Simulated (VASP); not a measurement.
# Pd (Fd-3m) in VASP: a series of runs, part 2 of 2

VASP 6.6.1. Earlier steps stand in the parts before.

## Step 5: Single point, BLYP, collinear spin, ferromagnetic start

This run uses another cell than the first one, of 26.06 Å³/atom, 1.136 times its volume.

The input, INCAR:

```
SYSTEM = Pd
AGGAC = 1.0
AGGAX = 1.0
ALDAC = 0.0
ALDAX = 1.0
ALGO = Normal
EDIFF = 1E-6
ENCUT = 520
GGA = B5
ISIF = 2
ISMEAR = -1
ISPIN = 2
LASPH = .True.
LCHARG = .False.
LMAXMIX = 4
LORBIT = 11
LREAL = .False.
LWAVE = .False.
MAGMOM = -0.424 -0.424
NBANDS = 21
NELM = 150
PREC = Accurate
SIGMA = 0.05
```

The input, KPOINTS:

```
k-points
0
Gamma
  10 10 10
  0 0 0
```

The input, POSCAR:

```
Pd
1.0
    0.0000000000      2.9645860086      2.9645860086
    2.9645860086      0.0000000000      2.9645860086
    2.9645860086      2.9645860086      0.0000000000
Pd
2
Direct
    0.1250000000      0.1250000000      0.1250000000
    0.8750000000      0.8750000000      0.8750000000
```

Command:

```console
> cat potpaw_PBE.64/Pd/POTCAR > POTCAR
> mpirun -np 1 vasp_std > vasp.out
```

Wall time 41 s (1 thread of Intel Xeon 6975P-C (Granite Rapids), shared host); peak memory 0.24 GiB.

The run converged. Its results:

| Property | Result |
| --- | --- |
| Free energy | -7.2430 eV |
| Pressure | 0.1 GPa |
| Net moment | -0.88 μB per cell |
| Site moments | Pd -0.43 μB |
| Valence electrons inside the program's atomic spheres | Pd 9.23 |

Levels at points of the mesh, in eV from the Fermi level:
Spin up:
```tsv
k point	band 8	band 9	band 10	band 11	band 12	band 13
(0.00, 0.00, 0.00)	-1.09	-1.09	-0.07	-0.07	11.11	11.11
(0.50, 0.00, 0.00)	-0.82	-0.20	-0.20	0.29	1.26	8.12
(0.50, 0.50, 0.00)	-1.53	-0.03	-0.03	1.93	1.93	4.78
```
Spin down:
```tsv
k point	band 8	band 9	band 10	band 11	band 12	band 13	band 14	band 15
(0.00, 0.00, 0.00)	-1.40	-1.40	-0.37	-0.37	11.02	11.02	11.02	11.48
(0.50, 0.00, 0.00)	-1.11	-0.53	-0.53	0.26	1.02	8.05	8.05	10.73
(0.50, 0.50, 0.00)	-1.81	-0.38	-0.38	1.77	1.77	4.75	4.75	9.23
```

Caveat: the PAW data sets were made with another functional, which shifts forces and pressure a little.

## Step 6: Single point, BLYP, collinear spin, ferromagnetic start (volume scaled by 1.04)

The input, INCAR:

```
SYSTEM = Pd
PREC = Accurate
ENCUT = 520
EDIFF = 1E-6
ISMEAR = -1
SIGMA = 0.05
LREAL = .FALSE.
LASPH = .TRUE.
NELM = 150
ALGO = Normal
ISIF = 2
LWAVE = .FALSE.
LCHARG = .TRUE.
ISPIN = 2
MAGMOM = -0.424 -0.424
LORBIT = 11
LMAXMIX = 4
GGA = B5
ALDAX = 1.0
AGGAX = 1.0
AGGAC = 1.0
ALDAC = 0.0
LELF = .TRUE.
LVHAR = .TRUE.
NBANDS = 21
```

The input, KPOINTS:

```
Automatic mesh
0
G
  10 10 10
  0 0 0
```

The input, POSCAR:

```
Pd
1.0
    0.0000000000      3.0035981930      3.0035981930
    3.0035981930      0.0000000000      3.0035981930
    3.0035981930      3.0035981930      0.0000000000
Pd
2
Direct
    0.1250000000      0.1250000000      0.1250000000
    0.8750000000      0.8750000000      0.8750000000
```

Potentials or basis: VASP PAW PBE potentials, release 64 (Pd).

Command:

```console
> cat potpaw_PBE.64/Pd/POTCAR > POTCAR
> mpirun -np 1 vasp_std > vasp.out
```

OUTCAR:

```text
SYSTEM = Pd
   PREC = Accurate
   ENCUT = 520
   EDIFF = 1E-6
   ISMEAR = -1
   LREAL = .FALSE.
   LASPH = .TRUE.
   NELM = 150
   ISIF = 2
   ISPIN = 2
   LORBIT = 11
   GGA = B5

 ion  position               nearest neighbor table
   1  0.125  0.125  0.125-   2 2.60   2 2.60   2 2.60   2 2.60
   2  0.875  0.875  0.875-   1 2.60   1 2.60   1 2.60   1 2.60

  LATTYP: Found a face centered cubic cell.
 ALAT       =     6.0071963860

  Lattice vectors:

 A1 = (   0.0000000000,   3.0035981930,   3.0035981930)
 A2 = (   3.0035981930,   0.0000000000,   3.0035981930)
 A3 = (   3.0035981930,   3.0035981930,   0.0000000000)

Analysis of symmetry for initial positions (statically):
[... 6 lines left out ...]

 Subroutine GETGRP returns: Found 48 space group operations
 (whereof 12 operations were pure point group operations)
 out of a pool of 48 trial point group operations.

The static configuration has the point symmetry D_3d.
 The point group associated with its full space group is O_h .

Analysis of symmetry for dynamics (positions and initial velocities):
[... 6 lines left out ...]

 Subroutine GETGRP returns: Found 48 space group operations
 (whereof 12 operations were pure point group operations)
 out of a pool of 48 trial point group operations.

The dynamic configuration has the point symmetry D_3d.
 The point group associated with its full space group is O_h .

Analysis of structural, dynamic, and magnetic symmetry:
=====================================================================
 Subroutine PRICEL returns:
 Original cell was already a primitive cell.

 Routine SETGRP: Setting up the symmetry group for a
 face centered cubic supercell.

 Subroutine GETGRP returns: Found 48 space group operations
 (whereof 12 operations were pure point group operations)
 out of a pool of 48 trial point group operations.

The overall configuration has the point symmetry D_3d.
 The point group associated with its full space group is O_h .

 Subroutine INISYM returns: Found 48 space group operations
 (whereof 12 operations are pure point group operations),
 and found     1 'primitive' translations

----------------------------------------------------------------------------------------

                                     Primitive cell

  volume of cell :      54.1945

  direct lattice vectors                    reciprocal lattice vectors
     0.000000000  3.003598193  3.003598193    -0.166467007  0.166467007  0.166467007
     3.003598193  0.000000000  3.003598193     0.166467007 -0.166467007  0.166467007
     3.003598193  3.003598193  0.000000000     0.166467007  0.166467007 -0.166467007

  length of vectors
     4.247729300  4.247729300  4.247729300     0.288329313  0.288329313  0.288329313

  position of ions in fractional coordinates (direct lattice)
     0.125000000  0.125000000  0.125000000
     0.875000000  0.875000000  0.875000000

  ion indices of the primitive-cell ions
   primitive index   ion index
                 1           1
                 2           2

----------------------------------------------------------------------------------------

 KPOINTS: Automatic mesh

Automatic generation of k-mesh.
 Grid dimensions read from file:
 generate k-points for:   10   10   10

 Generating k-lattice:

  Cartesian coordinates                     Fractional coordinates (reciprocal lattice)
    -0.016646701  0.016646701  0.016646701     0.100000000  0.000000000  0.000000000
     0.016646701 -0.016646701  0.016646701     0.000000000  0.100000000  0.000000000
[... 46 lines left out ...]
   NGX,Y,Z   is equivalent  to a cutoff of  12.52, 12.52, 12.52 a.u.
   NGXF,Y,Z  is equivalent  to a cutoff of  25.05, 25.05, 25.05 a.u.
 SYSTEM =  Pd
   PREC   = accura    normal or accurate (medium, high low for compatibility)
   ISTART =      0    job   : 0-new  1-cont  2-samecut
   ICHARG =      2    charge: 1-file 2-atom 10-const
   ISPIN  =      2    spin polarized calculation?
   LNONCOLLINEAR =      F non collinear calculations
   LSORBIT =      F    spin-orbit coupling
   LASPH  =      T    aspherical Exc in radial PAW
   ENCUT  =  520.0 eV  38.22 Ry    6.18 a.u.   7.90  7.90  7.90*2*pi/ulx,y,z
   NELM   =    150;   NELMIN=  2; NELMDL= -5     # of ELM steps
   EDIFF  = 0.1E-05   stopping-criterion for ELM
   LREAL  =      F    real-space projection
   EDIFFG = 0.1E-04   stopping-criterion for IOM
   NSW    =      0    number of steps for IOM
   IBRION =     -1    ionic relax: 0-MD 1-quasi-New 2-CG
   NFREE  =      0    steps in history (QN), initial steepest desc. (CG)
   ISIF   =      2    stress and relaxation
   ISYM   =      2    0-nonsym 1-usesym 2-fastsym
   POTIM  = 0.5000    time-step for ionic-motion
   TEBEG  =    0.0;   TEEND  =   0.0 temperature during run
   PSTRESS=    0.0 pullay stress
   NELECT =      20.0000    total number of electrons
   NUPDOWN=      -1.0000    fix difference up-down
   EMIN   =  10.00;   EMAX   =-10.00  energy-range for DOS
   EFERMI =   0.00;   METHOD = LEGACY
   ISMEAR =    -1;   SIGMA  =   0.05  broadening in eV -4-tet -1-fermi 0-gaus
   EFERMI_NEDOS =   21; number of points for ismear=-14 and -15
   IALGO  =     38    algorithm
   IMIX   =      4    mixing-type and parameters
     AMIX     =   0.40;   BMIX     =  1.00
     AMIX_MAG =   1.60;   BMIX_MAG =  1.00
  volume/ion in A,a.u.               =      27.10       182.86
  Fermi-wavevector in a.u.,A,eV,Ry     =   1.174266  2.219040 18.761069  1.378900
  Thomas-Fermi vector in A             =   2.310665
   LORBIT       =     11    0 simple, 1 ext, 2 COOP (PROOUT), +10 PAW based schemes
   GGA     = B5    functional components
   LHFCALC =     F    Hartree Fock is set to
   AEXX    =    0.0000 exact exchange contribution
   IVDW    =     0    specifies the selected vdW correction
   LEPSILON=     F    determine dielectric tensor
   LRPA    =     F    only Hartree local field effects (RPA)
 spin polarized calculation
  energy-cutoff  :      520.00
  volume of cell :       54.19
 maximum number of plane-waves:      1476
   NGX = 15   NGY = 15   NGZ = 15

 number of electron      19.9999991 magnetization      -0.8711699

 Free energy of the ion-electron system (eV)
  ---------------------------------------------------
  ext. energy  EPLUGINS =         0.00000000
  ---------------------------------------------------
  free energy    TOTEN  =        -7.23116533 eV

  energy without entropy =       -7.18930563  energy(sigma->0) =       -7.21023548

 E-fermi :   3.3904     XC(G=0):  -8.8639

 val. band max:        3.3897611942   @ k =   0.5000   0.2000   0.0000
 cond. band min:       3.4017151672   @ k =  -0.4000   0.4000   0.0000
 fundamental gap:      0.0119539730
 Fermi energy:         3.3904316448

 spin component 1

 k-point     1 :       0.0000    0.0000    0.0000
  band No.  band energies     occupation
      1      -0.5361      1.00000
      2       0.6408      1.00000
      3       0.6408      1.00000
      4       0.7471      1.00000
      5       0.7471      1.00000
      6       0.7471      1.00000
[... 565 lines left out ...]
     20      21.2722      0.00000
     21      22.3107      0.00000

 [... further k-points ...]

 spin component 2

 k-point     1 :       0.0000    0.0000    0.0000
  band No.  band energies     occupation
      1      -0.5828      1.00000
      2       0.3998      1.00000
      3       0.3998      1.00000
      4       0.4720      1.00000
      5       0.4720      1.00000
      6       0.4720      1.00000
[... 565 lines left out ...]
     20      21.2332      0.00000
     21      22.2481      0.00000

 [... further k-points ...]
[... 5 lines left out ...]
  --------------------------------------------------------------------------------------
  -------------------------------------------------------------------------------------
  Total       -0.6430374     -0.6430374     -0.6430374      0.0000000     -0.0000000      0.0000000
  in kB      -19.0104016    -19.0104016    -19.0104016      0.0000000     -0.0000000      0.0000000
  external PRESSURE =     -19.0104016 kB  Pullay stress =       0.0000000 kB

 VOLUME and BASIS-vectors are now :
 -----------------------------------------------------------------------------
  energy-cutoff  :      520.00
  volume of cell :       54.19
      direct lattice vectors                 reciprocal lattice vectors
     0.000000000  3.003598193  3.003598193    -0.166467007  0.166467007  0.166467007
     3.003598193  0.000000000  3.003598193     0.166467007 -0.166467007  0.166467007
     3.003598193  3.003598193  0.000000000     0.166467007  0.166467007 -0.166467007

 POSITION                                       TOTAL-FORCE (eV/Angst)
 -----------------------------------------------------------------------------------
      0.75090      0.75090      0.75090         0.000000     -0.000000     -0.000000
      5.25630      5.25630      5.25630        -0.000000      0.000000      0.000000
 -----------------------------------------------------------------------------------
    total drift:                                0.000000      0.000000      0.000000

  FREE ENERGIE OF THE ION-ELECTRON SYSTEM (eV)
  ---------------------------------------------------
  free  energy   TOTEN  =        -7.2311653287 eV

  energy  without entropy=       -7.1893056318  energy(sigma->0) =       -7.21023548

 total charge

# of ion       s       p       d       tot
------------------------------------------
    1        0.441   0.225   8.528   9.194
    2        0.441   0.225   8.528   9.194
--------------------------------------------------
tot          0.883   0.450  17.055  18.388

 magnetization (x)

# of ion       s       p       d       tot
------------------------------------------
    1        0.004   0.001  -0.432  -0.428
    2        0.004   0.001  -0.432  -0.428
--------------------------------------------------
tot          0.008   0.001  -0.864  -0.855
```

stdout:

```text
POSCAR found type information on POSCAR Pd
 POSCAR found :  1 types and       2 ions
 scaLAPACK will be used
 -----------------------------------------------------------------------------
|                                                                             |
|                                                                             |
|     You enforced a specific xc type in the INCAR file but a different       |
|     I HOPE YOU KNOW WHAT YOU ARE DOING!                                     |
|                                                                             |
 -----------------------------------------------------------------------------

 LDA part: xc-table for (Slater(with rela. corr.)+VWN5), standard interpolation
 POSCAR, INCAR and KPOINTS ok, starting setup
 FFT: planning ... GRIDC
 FFT: planning ... GRID_SOFT
 FFT: planning ... GRID
 WAVECAR not read
 entering main loop
```

It took 48 s on 1 thread of Intel Xeon 6975P-C (Granite Rapids), shared host; peak memory 0.24 GiB.

What came out:

```yaml
Free_energy: -7.2312 eV
Pressure: -1.9 GPa
Net_moment: -0.87 μB per cell
Site_moments: Pd -0.43 μB
Valence_electrons_inside_the_program's_atomic_spheres: Pd 9.19
```

Caveat: the cell differs from its parent crystal (volume scaled by 1.04); the PAW data sets were made with another functional, which shifts forces and pressure a little.

## Step 7: Summary

```csv
cell,gap on the mesh (eV),pressure (GPa),moment (μB)
"a = 4.018 Å, angles 60.0°, 2 atoms",none,10.1,0.90
"a = 4.078 Å, angles 60.0°, 2 atoms",none,5.9,0.88
"a = 4.136 Å, angles 60.0°, 2 atoms",none,2.6,0.88
"a = 4.193 Å, angles 60.0°, 2 atoms",none,0.1,0.88
"a = 4.248 Å, angles 60.0°, 2 atoms",none,-1.9,0.87
```

Alike in all rows: task single point; level BLYP; potentials or basis VASP PAW PBE potentials, release 64 (Pd); spin collinear, ferromagnetic start; k mesh 10 × 10 × 10; cutoff (eV) 520; smearing fermi-dirac 0.05 eV.

Caveats: the PAW data sets were made with another functional, which shifts forces and pressure a little.

Absolute energies hang on the potentials; compare differences alone.
